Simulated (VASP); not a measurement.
# Te (R-3m) in VASP: single point with r2SCAN

Aim: the single point of Te with r2SCAN.

Everything below comes from runs of VASP 6.6.1. Logs are shortened: lines on timing, memory, paths and dates and some standing lists are left out, and cuts for length are marked.

### 1 The cell of the first run

The structure is trigonal, space group R-3m (No. 166). The conventional cell has a = 4.750 Å, b = 4.750 Å, c = 5.225 Å, α = 90.00°, β = 90.00°, γ = 120.00°. Within 4.3 Å of Te (site symmetry -3m) lie 6 Te at 3.25 Å.

### 2 Single point, r2SCAN (strain +0.030 along x and y, +0.030 along z)

Input file POSCAR:

```
Te
1.0
    2.3750814730      1.3712539278      1.7416823150
   -2.3750814730      1.3712539278      1.7416823150
    0.0000000000     -2.7425078555      1.7416823150
Te
1
Direct
    0.5000000000      0.5000000000      0.5000000000
```

Input file INCAR.step1:

```
  ALGO = Normal
  EDIFF = 1E-4
  ENCUT = 520
  GGA = PE
  ISMEAR = 0
  LASPH = True
  LCHARG = False
  LREAL = False
  LWAVE = True
  NBANDS = 9
  NELM = 80
  PREC = Accurate
  SIGMA = 0.15
```

Input file INCAR.step2:

```
  ALGO = Normal
  EDIFF = 1E-6
  ENCUT = 520
  ISIF = 2
  ISMEAR = 0
  ISTART = 1
  LASPH = True
  LCHARG = True
  LELF = True
  LMIXTAU = True
  LREAL = False
  LVHAR = True
  LWAVE = False
  METAGGA = R2SCAN
  NBANDS = 9
  NELM = 80
  PREC = Accurate
  SIGMA = 0.15
```

Input file KPOINTS:

```
k-points
0
Gamma
  15 15 15
```

Potentials or basis: VASP PAW PBE potentials, release 64 (Te).

Launch:

```bash
$ cat potpaw_PBE.64/Te/POTCAR > POTCAR
$ cp INCAR.step1 INCAR
$ mpirun -np 1 vasp_std > vasp.out
$ cp INCAR.step2 INCAR
$ mpirun -np 1 vasp_std > vasp.out
```

OUTCAR:

```text
EDIFF = 1E-6
   ENCUT = 520
   ISIF = 2
   ISMEAR = 0
   ISTART = 1
   LASPH = True
   LREAL = False
   METAGGA = R2SCAN
   NELM = 80
   PREC = Accurate

 ion  position               nearest neighbor table
   1  0.500  0.500  0.500-

  LATTYP: Found a trigonal (rhomboedric) cell.
 ALAT       =     3.2488161881
 COS(alpha) =    -0.0688991668

  Lattice vectors:

 A1 = (   2.3750814730,   1.3712539278,   1.7416823150)
 A2 = (  -2.3750814730,   1.3712539278,   1.7416823150)
 A3 = (   0.0000000000,  -2.7425078555,   1.7416823150)

Analysis of symmetry for initial positions (statically):
=====================================================================
 Subroutine PRICEL returns:
 Original cell was already a primitive cell.

 Routine SETGRP: Setting up the symmetry group for a
 trigonal (rhombohedral) supercell.

 Subroutine GETGRP returns: Found 12 space group operations
 (whereof 12 operations were pure point group operations)
 out of a pool of 12 trial point group operations.

The static configuration has the point symmetry D_3d.

Analysis of symmetry for dynamics (positions and initial velocities):
=====================================================================
 Subroutine PRICEL returns:
 Original cell was already a primitive cell.

 Routine SETGRP: Setting up the symmetry group for a
 trigonal (rhombohedral) supercell.

 Subroutine GETGRP returns: Found 12 space group operations
 (whereof 12 operations were pure point group operations)
 out of a pool of 12 trial point group operations.

The dynamic configuration has the point symmetry D_3d.

 Subroutine INISYM returns: Found 12 space group operations
 (whereof 12 operations are pure point group operations),
 and found     1 'primitive' translations

----------------------------------------------------------------------------------------

                                     Primitive cell

  volume of cell :      34.0343

  direct lattice vectors                    reciprocal lattice vectors
     2.375081473  1.371253928  1.741682315     0.210519094  0.121543256  0.191385840
    -2.375081473  1.371253928  1.741682315    -0.210519094  0.121543256  0.191385840
     0.000000000 -2.742507855  1.741682315     0.000000000 -0.243086511  0.191385840

  length of vectors
     3.248816188  3.248816188  3.248816188     0.309385830  0.309385830  0.309385830

  position of ions in fractional coordinates (direct lattice)
     0.500000000  0.500000000  0.500000000

  ion indices of the primitive-cell ions
   primitive index   ion index
                 1           1

----------------------------------------------------------------------------------------

 KPOINTS: k-points

Automatic generation of k-mesh.
 Grid dimensions read from file:
 generate k-points for:   15   15   15

 Generating k-lattice:

  Cartesian coordinates                     Fractional coordinates (reciprocal lattice)
     0.014034606  0.008102884  0.012759056     0.066666667  0.000000000  0.000000000
    -0.014034606  0.008102884  0.012759056     0.000000000  0.066666667  0.000000000
     0.000000000 -0.016205767  0.012759056     0.000000000  0.000000000  0.066666667

  Length of vectors
     0.020625722  0.020625722  0.020625722

  Shift w.r.t. Gamma in fractional coordinates (k-lattice)
     0.000000000  0.000000000  0.000000000

 Subroutine IBZKPT returns following result:
 ===========================================

 Found    344 irreducible k-points:

 Following reciprocal coordinates:
            Coordinates               Weight
  0.000000  0.000000  0.000000      1.000000
  0.066667 -0.000000  0.000000      6.000000
  0.133333 -0.000000  0.000000      6.000000
  0.200000  0.000000 -0.000000      6.000000
  0.266667 -0.000000  0.000000      6.000000
  0.333333  0.000000  0.000000      6.000000
[... 16 lines left out ...]
  0.133333  0.133333 -0.000000      6.000000
  0.200000  0.133333  0.000000     12.000000
 [... further k-points ...]
   k-points           NKPTS =    344   k-points in BZ     NKDIM =    344   number of bands    NBANDS=      9
   number of dos      NEDOS =    301   number of ions     NIONS =      1
   total plane-waves  NPLWV =  13824
   dimension x,y,z NGX =    24 NGY =   24 NGZ =   24
   dimension x,y,z NGXF=    48 NGYF=   48 NGZF=   48
   ions per type =               1
   NGX,Y,Z   is equivalent  to a cutoff of  12.28, 12.28, 12.28 a.u.
   NGXF,Y,Z  is equivalent  to a cutoff of  24.56, 24.56, 24.56 a.u.
 SYSTEM =  unknown system
   PREC   = accura    normal or accurate (medium, high low for compatibility)
   ISTART =      1    job   : 0-new  1-cont  2-samecut
   ICHARG =      0    charge: 1-file 2-atom 10-const
   ISPIN  =      1    spin polarized calculation?
   LNONCOLLINEAR =      F non collinear calculations
   LSORBIT =      F    spin-orbit coupling
   LASPH  =      T    aspherical Exc in radial PAW
   ENCUT  =  520.0 eV  38.22 Ry    6.18 a.u.   6.04  6.04  6.04*2*pi/ulx,y,z
   NELM   =     80;   NELMIN=  2; NELMDL=  0     # of ELM steps
   EDIFF  = 0.1E-05   stopping-criterion for ELM
   LREAL  =      F    real-space projection
   EDIFFG = 0.1E-04   stopping-criterion for IOM
   NSW    =      0    number of steps for IOM
   IBRION =     -1    ionic relax: 0-MD 1-quasi-New 2-CG
   NFREE  =      0    steps in history (QN), initial steepest desc. (CG)
   ISIF   =      2    stress and relaxation
   ISYM   =      2    0-nonsym 1-usesym 2-fastsym
   POTIM  = 0.5000    time-step for ionic-motion
   TEBEG  =    0.0;   TEEND  =   0.0 temperature during run
   PSTRESS=    0.0 pullay stress
   NELECT =       6.0000    total number of electrons
   NUPDOWN=      -1.0000    fix difference up-down
   EMIN   =  10.00;   EMAX   =-10.00  energy-range for DOS
   EFERMI =   0.00;   METHOD = LEGACY
   ISMEAR =     0;   SIGMA  =   0.15  broadening in eV -4-tet -1-fermi 0-gaus
   EFERMI_NEDOS =   21; number of points for ismear=-14 and -15
   IALGO  =     38    algorithm
   IMIX   =      4    mixing-type and parameters
     AMIX     =   0.40;   BMIX     =  1.00
     AMIX_MAG =   1.60;   BMIX_MAG =  1.00
  volume/ion in A,a.u.               =      34.03       229.67
  Fermi-wavevector in a.u.,A,eV,Ry     =   0.917951  1.734677 11.464744  0.842635
  Thomas-Fermi vector in A             =   2.042978
   LORBIT       =      0    0 simple, 1 ext, 2 COOP (PROOUT), +10 PAW based schemes
   METAGGA = R2SCAN    functional components
   LHFCALC =     F    Hartree Fock is set to
   AEXX    =    0.0000 exact exchange contribution
   IVDW    =     0    specifies the selected vdW correction
   LEPSILON=     F    determine dielectric tensor
   LRPA    =     F    only Hartree local field effects (RPA)
 non-spin polarized calculation
 Gauss-broadening in eV      SIGMA  =   0.15
  energy-cutoff  :      520.00
  volume of cell :       34.03
 maximum number of plane-waves:       932
   NGX = 13   NGY = 13   NGZ = 13

 number of electron       6.0000002 magnetization

 Free energy of the ion-electron system (eV)
  ---------------------------------------------------
  ext. energy  EPLUGINS =         0.00000000
  ---------------------------------------------------
  free energy    TOTEN  =       -25.32169417 eV

  energy without entropy =      -25.31626219  energy(sigma->0) =      -25.31897818

 E-fermi :   5.7723     XC(G=0):  -9.5765

 val. band max:        5.7437963310   @ k =  -0.2000   0.1333   0.0667
 cond. band min:       5.7746776161   @ k =  -0.2000   0.1333   0.0000
 fundamental gap:      0.0308812851
 Fermi energy:         5.7722733533

 k-point     1 :       0.0000    0.0000    0.0000
  band No.  band energies     occupation
      1      -8.0822      2.00000
      2       6.6901      0.00000
      3       7.2029      0.00000
      4       7.2029      0.00000
      5      12.3090      0.00000
      6      12.3090      0.00000
      7      12.8873      0.00000
      8      23.1296      0.00000
      9      23.1306      0.00000

 k-point     2 :       0.0667   -0.0000    0.0000
  band No.  band energies     occupation
      1      -8.0296      2.00000
      2       6.3427      0.00000
      3       6.9939      0.00000
      4       7.2458      0.00000
      5      12.3592      0.00000
      6      12.6414      0.00000
      7      13.3216      0.00000
      8      21.7794      0.00000
      9      21.9730      0.00000

 k-point     3 :       0.1333   -0.0000    0.0000
  band No.  band energies     occupation
      1      -7.8744      2.00000
      2       5.1416      2.00000
      3       7.0474      0.00000
      4       7.3706      0.00000
      5      12.5066      0.00000
      6      12.9118      0.00000
      7      14.8108      0.00000
      8      20.4653      0.00000
      9      20.6743      0.00000

 k-point     4 :       0.2000    0.0000   -0.0000
  band No.  band energies     occupation
      1      -7.6260      2.00000
      2       3.7517      2.00000
      3       7.2281      0.00000
      4       7.5651      0.00000
      5      12.7411      0.00000
      6      13.2288      0.00000
      7      16.6025      0.00000
      8      19.3614      0.00000
      9      19.5042      0.00000

 k-point     5 :       0.2667   -0.0000    0.0000
  band No.  band energies     occupation
      1      -7.3037      2.00000
      2       2.4316      2.00000
      3       7.4635      0.00000
      4       7.8069      0.00000
      5      13.0404      0.00000
      6      13.6492      0.00000
      7      17.5375      0.00000
      8      18.5200      0.00000
      9      19.2090      0.00000

 k-point     6 :       0.3333    0.0000    0.0000
  band No.  band energies     occupation
      1      -6.9440      2.00000
      2       1.2918      2.00000
      3       7.7130      0.00000
      4       8.0612      0.00000
      5      13.3609      0.00000
      6      14.1637      0.00000
      7      16.9862      0.00000
      8      17.7895      0.00000
      9      19.2777      0.00000
[... 169 lines left out ...]
 k-point    21 :      -0.1333    0.0667    0.0000
  band No.  band energies     occupation
      1      -7.8324      2.00000
      2       5.2555      2.00000
      3       6.7042      0.00000
      4       7.2901      0.00000
      5      12.6843      0.00000
      6      13.2946      0.00000
      7      14.7229      0.00000
      8      19.1834      0.00000
      9      20.5980      0.00000

 k-point    22 :      -0.0667    0.0667    0.0000
  band No.  band energies     occupation
      1      -7.9824      2.00000
      2       6.3049      0.00000
      3       6.7078      0.00000
      4       7.1792      0.00000
      5      12.5225      0.00000
      6      13.0050      0.00000
      7      13.4288      0.00000
      8      20.4797      0.00000
      9      21.7877      0.00000

 k-point    23 :       0.1333    0.1333   -0.0000
  band No.  band energies     occupation
      1      -7.6458      2.00000
      2       5.1225      2.00000
      3       5.2681      2.00000
      4       7.3833      0.00000
      5      12.9583      0.00000
      6      15.0951      0.00000
      7      15.2770      0.00000
      8      20.2535      0.00000
      9      20.7605      0.00000

 k-point    24 :       0.2000    0.1333    0.0000
  band No.  band energies     occupation
      1      -7.3887      2.00000
      2       3.8043      2.00000
      3       5.3576      1.99991
      4       7.5721      0.00000
      5      13.2430      0.00000
      6      15.4301      0.00000
      7      16.9092      0.00000
      8      19.0668      0.00000
      9      19.7446      0.00000

 [... further k-points ...]

------------------------ aborting loop because EDIFF is reached ----------------------------------------

  FORCE on cell =-STRESS in cart. coord.  units (eV):
  Direction    XX          YY          ZZ          XY          YZ          ZX
  --------------------------------------------------------------------------------------
  -------------------------------------------------------------------------------------
  Total       -0.6686456     -0.6686456     -0.4567636      0.0000000     -0.0000000      0.0000000
  in kB      -31.4767595    -31.4767595    -21.5023292      0.0000000     -0.0000000      0.0000000
  external PRESSURE =     -28.1519494 kB  Pullay stress =       0.0000000 kB

 VOLUME and BASIS-vectors are now :
 -----------------------------------------------------------------------------
  energy-cutoff  :      520.00
  volume of cell :       34.03
      direct lattice vectors                 reciprocal lattice vectors
     2.375081473  1.371253928  1.741682315     0.210519094  0.121543256  0.191385840
    -2.375081473  1.371253928  1.741682315    -0.210519094  0.121543256  0.191385840
     0.000000000 -2.742507855  1.741682315     0.000000000 -0.243086511  0.191385840

 POSITION                                       TOTAL-FORCE (eV/Angst)
 -----------------------------------------------------------------------------------
      0.00000      0.00000      2.61252         0.000000     -0.000000      0.000000
 -----------------------------------------------------------------------------------
    total drift:                                0.000000      0.000000     -0.000000

  FREE ENERGIE OF THE ION-ELECTRON SYSTEM (eV)
  ---------------------------------------------------
  free  energy   TOTEN  =       -25.3216941719 eV

  energy  without entropy=      -25.3162621868  energy(sigma->0) =      -25.31897818
```

It took 90 s on 1 thread of Intel Xeon Platinum 8375C at 2.90GHz (Ice Lake), shared host; peak memory 0.22 GiB.

What came out:

* Free energy: -25.3217 eV
* Pressure: -2.8 GPa
* Band gap on the k mesh: zero (band 3 reaches 8.05 eV, above the bottom of band 4 at 3.35 eV)

Stress tensor (GPa, compression positive):
```
-3.15  0.00  0.00
 0.00 -3.15  0.00
 0.00  0.00 -2.15
```

Caveat: the cell differs from its parent crystal (strain +0.030 along x and y, +0.030 along z); the PAW data sets were made with another functional, which shifts forces and pressure a little; spin-orbit coupling is left out, which moves the levels of the heavy elements.
